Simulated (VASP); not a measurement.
# CuB3 in VASP: further runs

CuB3 is run at these levels: PBE; tasks: relaxation of cell and atoms.

Program: VASP 6.6.1. These are calculated values, not measurements. Logs are shortened: lines on timing, memory, paths and dates and some standing lists are left out, and cuts for length are marked.

## (1) The cell of the first run

Symmetry: Pm-3m, No. 221, cubic system. The conventional cell has a = 3.126 Å, b = 3.126 Å, c = 3.126 Å, α = 90.00°, β = 90.00°, γ = 90.00°. Within 2.9 Å of Cu (site symmetry m-3m) lie 12 B at 2.21 Å. B (site symmetry 4/mmm) has 4 Cu at 2.21 Å and 8 B at 2.21 Å within 2.9 Å.

## (2) Relaxation of cell and atoms, PBE

The input, INCAR:

```
SYSTEM = CuB3
ALGO     = Normal         ! electronic algorithm
EDIFF    = 1E-6           ! SCF threshold, eV
EDIFFG   = -0.01          ! ionic threshold
ENCUT    = 600            ! plane-wave cutoff, eV
GGA      = PE             ! functional
IBRION   = 2              ! ionic algorithm
ISIF     = 3              ! what is computed and relaxed
ISMEAR   = 0              ! smearing method
LASPH    = .TRUE.         ! aspherical terms in the spheres
LCHARG   = .FALSE.        ! write CHGCAR
LREAL    = .FALSE.        ! projectors in reciprocal space
LWAVE    = .FALSE.        ! write WAVECAR
NELM     = 60             ! most SCF steps
NSW      = 100            ! ionic steps
PREC     = Accurate       ! precision mode
SIGMA    = 0.1            ! smearing width, eV
```

The input, KPOINTS:

```
k-points
0
G
  14 14 14
  0 0 0
```

The input, POSCAR:

```
CuB3
1.0
    3.1258361655      0.0000000000      0.0000000000
    0.0000000000      3.1258361655      0.0000000000
    0.0000000000      0.0000000000      3.1258361655
Cu B
1 3
Direct
    0.0000000000      0.0000000000      0.0000000000
    0.0000000000      0.5000000000      0.5000000000
    0.5000000000      0.0000000000      0.5000000000
    0.5000000000      0.5000000000      0.0000000000
```

Potentials or basis: VASP PAW PBE potentials, release 64 (Cu, B).

The run is started by

```console
$ cat potpaw_PBE.64/Cu/POTCAR potpaw_PBE.64/B/POTCAR > POTCAR
$ mpirun -np 1 vasp_std > vasp.out
```

OUTCAR:

```text
SYSTEM = CuB3
   EDIFF = 1E-6
   EDIFFG = -0.01
   ENCUT = 600
   GGA = PE
   IBRION = 2
   ISIF = 3
   ISMEAR = 0
   LASPH = .TRUE.
   LREAL = .FALSE.
   NELM = 60
   NSW = 100
   PREC = Accurate

 ion  position               nearest neighbor table
   1  0.000  0.000  0.000-   2 2.21   3 2.21   4 2.21   2 2.21   3 2.21   2 2.21   4 2.21   2 2.21
                             3 2.21   4 2.21   3 2.21   4 2.21
   2  0.000  0.500  0.500-   1 2.21   1 2.21   1 2.21   1 2.21
   3  0.500  0.000  0.500-   1 2.21   1 2.21   1 2.21   1 2.21
   4  0.500  0.500  0.000-   1 2.21   1 2.21   1 2.21   1 2.21

  LATTYP: Found a simple cubic cell.
 ALAT       =     3.1258361655

  Lattice vectors:

 A1 = (   3.1258361655,   0.0000000000,   0.0000000000)
 A2 = (   0.0000000000,   3.1258361655,   0.0000000000)
 A3 = (   0.0000000000,   0.0000000000,   3.1258361655)

Analysis of symmetry for initial positions (statically):
=====================================================================
 Subroutine PRICEL returns:
 Original cell was already a primitive cell.

 Routine SETGRP: Setting up the symmetry group for a
 simple cubic supercell.

 Subroutine GETGRP returns: Found 48 space group operations
 (whereof 48 operations were pure point group operations)
 out of a pool of 48 trial point group operations.

The static configuration has the point symmetry O_h .

Analysis of symmetry for dynamics (positions and initial velocities):
=====================================================================
 Subroutine PRICEL returns:
 Original cell was already a primitive cell.

 Routine SETGRP: Setting up the symmetry group for a
 simple cubic supercell.

 Subroutine GETGRP returns: Found 48 space group operations
 (whereof 48 operations were pure point group operations)
 out of a pool of 48 trial point group operations.

The dynamic configuration has the point symmetry O_h .

 Subroutine INISYM returns: Found 48 space group operations
 (whereof 48 operations are pure point group operations),
 and found     1 'primitive' translations

----------------------------------------------------------------------------------------

                                     Primitive cell

  volume of cell :      30.5421

[... 162 lines left out ...]

 POSITION                                       TOTAL-FORCE (eV/Angst)
 -----------------------------------------------------------------------------------
      0.00000      0.00000      0.00000         0.000000      0.000000      0.000000
      0.00000      1.56292      1.56292         0.000000      0.000000      0.000000
      1.56292      0.00000      1.56292         0.000000      0.000000      0.000000
      1.56292      1.56292      0.00000         0.000000      0.000000      0.000000
 -----------------------------------------------------------------------------------
    total drift:                               -0.000000     -0.000000     -0.000000

  FREE ENERGIE OF THE ION-ELECTRON SYSTEM (eV)
  ---------------------------------------------------
  free  energy   TOTEN  =       -18.7549443778 eV

  energy  without entropy=      -18.7487319369  energy(sigma->0) =      -18.75183816

--------------------------------------- Ionic step        2  -------------------------------------------

 number of electron      19.9999989 magnetization

 Free energy of the ion-electron system (eV)
  ---------------------------------------------------
  ext. energy  EPLUGINS =         0.00000000
  ---------------------------------------------------
  free energy    TOTEN  =       -18.75509557 eV

  energy without entropy =      -18.74889748  energy(sigma->0) =      -18.75199653

 E-fermi :   9.4938     XC(G=0): -12.8330

 val. band max:        9.4880551434   @ k =   0.5000   0.2143   0.0000
 cond. band min:       9.4958812477   @ k =   0.5000   0.2857   0.1429
 fundamental gap:      0.0078261043
 Fermi energy:         9.4938196467

 k-point     1 :       0.0000    0.0000    0.0000
  band No.  band energies     occupation
      1      -6.4461      2.00000
      2       3.0803      2.00000
      3       3.0803      2.00000
      4       4.5462      2.00000
      5       4.5462      2.00000
      6       4.5462      2.00000
      7       4.7925      2.00000
      8       4.7925      2.00000
      9       4.7925      2.00000
     10      10.8642      0.00000
     11      10.8642      0.00000
     12      12.9532      0.00000
     13      13.8387      0.00000
     14      13.8387      0.00000
[... 377 lines left out ...]
      1      -4.2047      2.00000
      2      -0.6953      2.00000
      3       1.9560      2.00000
      4       3.2744      2.00000
      5       3.6000      2.00000
      6       4.3617      2.00000
      7       5.1063      2.00000
      8       5.9675      2.00000
      9       8.2400      2.00000
     10       8.4038      2.00000
     11      11.5318      0.00000
     12      11.7957      0.00000
     13      13.7531      0.00000
     14      14.6994      0.00000

 [... further k-points ...]

------------------------ aborting loop because EDIFF is reached ----------------------------------------

  FORCE on cell =-STRESS in cart. coord.  units (eV):
  Direction    XX          YY          ZZ          XY          YZ          ZX
  --------------------------------------------------------------------------------------
  -------------------------------------------------------------------------------------
  Total       -0.0296008     -0.0296008     -0.0296008      0.0000000     -0.0000000      0.0000000
  in kB       -1.5474914     -1.5474914     -1.5474914      0.0000000     -0.0000000      0.0000000
  external PRESSURE =      -1.5474914 kB  Pullay stress =       0.0000000 kB

 VOLUME and BASIS-vectors are now :
 -----------------------------------------------------------------------------
  energy-cutoff  :      600.00
  volume of cell :       30.65
      direct lattice vectors                 reciprocal lattice vectors
     3.129404966  0.000000000  0.000000000     0.319549566 -0.000000000  0.000000000
     0.000000000  3.129404966  0.000000000    -0.000000000  0.319549566 -0.000000000
    -0.000000000  0.000000000  3.129404966    -0.000000000 -0.000000000  0.319549566

 POSITION                                       TOTAL-FORCE (eV/Angst)
 -----------------------------------------------------------------------------------
      0.00000      0.00000      0.00000         0.000000     -0.000000      0.000000
      0.00000      1.56470      1.56470        -0.000000      0.000000      0.000000
      1.56470      0.00000      1.56470         0.000000      0.000000      0.000000
      1.56470      1.56470      0.00000         0.000000      0.000000      0.000000
 -----------------------------------------------------------------------------------
    total drift:                               -0.000000     -0.000000     -0.000000

  FREE ENERGIE OF THE ION-ELECTRON SYSTEM (eV)
  ---------------------------------------------------
  free  energy   TOTEN  =       -18.7550955746 eV

  energy  without entropy=      -18.7488974789  energy(sigma->0) =      -18.75199653

 reached required accuracy - stopping structural energy minimisation
```

It took 2.4 min on 1 thread of Oxide Virtual Turin-like, shared host; peak memory 0.17 GiB.

Results:

```yaml
Free_energy: -18.7551 eV
Relaxed_volume: 7.66 Å³/atom
Relaxed_cell: a = 3.129 Å, b = 3.129 Å, c = 3.129 Å, α = 90.00°, β = 90.00°, γ = 90.00°
Space_group_after_relaxing_to_0.1_Å: Pm-3m (No. 221)
Energy_gained_by_relaxing: 0.0 meV/atom
Ionic_steps: 2
Pressure_after_relaxing: -0.2 GPa
Band_gap_on_the_k_mesh: zero (bands 10 and 11 overlap by 4.15 eV)
```

The path:
```
step  energy change (eV)  largest force (eV/Å)  pressure (GPa)  volume (Å³)
   1              0.0000                0.0000            0.50        30.54
   2             -0.0002                0.0000           -0.15        30.65
```

Final structure:
```
Cu B
1.0
     3.12940    0.00000    0.00000
     0.00000    3.12940    0.00000
     0.00000    0.00000    3.12940
Cu B
1 3
Direct
  0.00000 0.00000 0.00000
  0.00000 0.50000 0.50000
  0.50000 0.00000 0.50000
  0.50000 0.50000 0.00000
```

## (3) Relaxation of cell and atoms, PBE

This run uses another cell than the first one, of 7.70 Å³/atom.

The input, INCAR:

```
SYSTEM = CuB3
PREC     = Accurate       ! precision mode
ENCUT    = 600            ! plane-wave cutoff, eV
EDIFF    = 1E-6           ! SCF threshold, eV
ISMEAR   = 0              ! smearing method
SIGMA    = 0.1            ! smearing width, eV
LREAL    = .False.        ! projectors in reciprocal space
LASPH    = .True.         ! aspherical terms in the spheres
NELM     = 100            ! most SCF steps
ALGO     = Fast           ! electronic algorithm
ISIF     = 3              ! what is computed and relaxed
LWAVE    = .False.        ! write WAVECAR
LCHARG   = .False.        ! write CHGCAR
GGA      = PE             ! functional
IBRION   = 2              ! ionic algorithm
NSW      = 100            ! ionic steps
EDIFFG   = -0.01          ! ionic threshold
```

The input, KPOINTS:

```
regular mesh
0
Gamma
  14 14 14
  0 0 0
```

The input, POSCAR:

```
CuB3
1.0
    3.1449319685      0.0000000000      0.0000000000
    0.0000000000      3.1449319685      0.0000000000
    0.0000000000      0.0000000000      3.1126064573
Cu B
1 3
Direct
    0.0000000000      0.0000000000      0.0000000000
    0.0000000000      0.5000000000      0.5000000000
    0.5000000000      0.0000000000      0.5000000000
    0.5000000000      0.5000000000      0.0000000000
```

Potentials or basis: VASP PAW PBE potentials, release 64 (Cu, B).

The run is started by

```console
$ cat potpaw_PBE.64/Cu/POTCAR potpaw_PBE.64/B/POTCAR > POTCAR
$ mpirun -np 1 vasp_std > vasp.out
```

Run time: 11 min. Hardware: 1 thread of Oxide Virtual Turin-like, shared host; peak memory 0.26 GiB.

Results (log left out):

```
Free energy                           : -18.7552 eV
Relaxed volume                        : 7.66 Å³/atom
Relaxed cell                          : a = 3.129 Å, b = 3.129 Å, c = 3.128 Å, α = 90.00°, β = 90.00°, γ = 90.00°
Space group after relaxing (to 0.1 Å) : Pm-3m (No. 221)
Energy gained by relaxing             : 0.6 meV/atom
Ionic steps                           : 5
Pressure after relaxing               : -0.2 GPa
Band gap on the k mesh                : zero (bands 10 and 11 overlap by 4.16 eV)
```

The path:
| step | energy change (eV) | largest force (eV/Å) | pressure (GPa) | volume (Å³) |
| --- | --- | --- | --- | --- |
| 1 | 0.0000 | 0.0000 | -1.19 | 30.79 |
| 2 | -0.0018 | 0.0000 | 1.08 | 30.53 |
| 3 | -0.0018 | 0.0000 | 0.49 | 30.57 |
| 4 | -0.0018 | 0.0000 | 0.71 | 30.56 |
| 5 | -0.0023 | 0.0000 | -0.18 | 30.63 |

Final structure:
```
Cu B
1.0
     3.12884    0.00000    0.00000
     0.00000    3.12884    0.00000
     0.00000    0.00000    3.12844
Cu B
1 3
Direct
  0.00000 0.00000 0.00000
  0.00000 0.50000 0.50000
  0.50000 0.00000 0.50000
  0.50000 0.50000 0.00000
```

Levels at points of the mesh, in eV from the Fermi level:
| k point | band 7 | band 8 | band 9 | band 10 | band 11 | band 12 | band 13 | band 14 |
| --- | --- | --- | --- | --- | --- | --- | --- | --- |
| (0.00, 0.00, 0.00) | -4.70 | -4.70 | -4.70 | 1.37 | 1.37 | 3.46 | 4.35 | 4.35 |
| (0.50, 0.00, 0.00) | -4.36 | -0.37 | -0.37 | -0.28 | -0.28 | 1.45 | 2.25 | 2.93 |
| (0.50, 0.50, 0.00) | -4.40 | -3.87 | -3.66 | 1.00 | 2.91 | 2.91 | 4.16 | 4.29 |
| (0.00, 0.00, 0.50) | -4.36 | -0.37 | -0.37 | -0.28 | -0.28 | 1.45 | 2.25 | 2.93 |
| (0.50, 0.00, 0.50) | -4.40 | -3.87 | -3.66 | 1.00 | 2.91 | 2.91 | 4.16 | 4.29 |
| (0.50, 0.50, 0.50) | -6.93 | -4.32 | -4.32 | -1.53 | -1.53 | -1.53 | 0.50 | 9.80 |
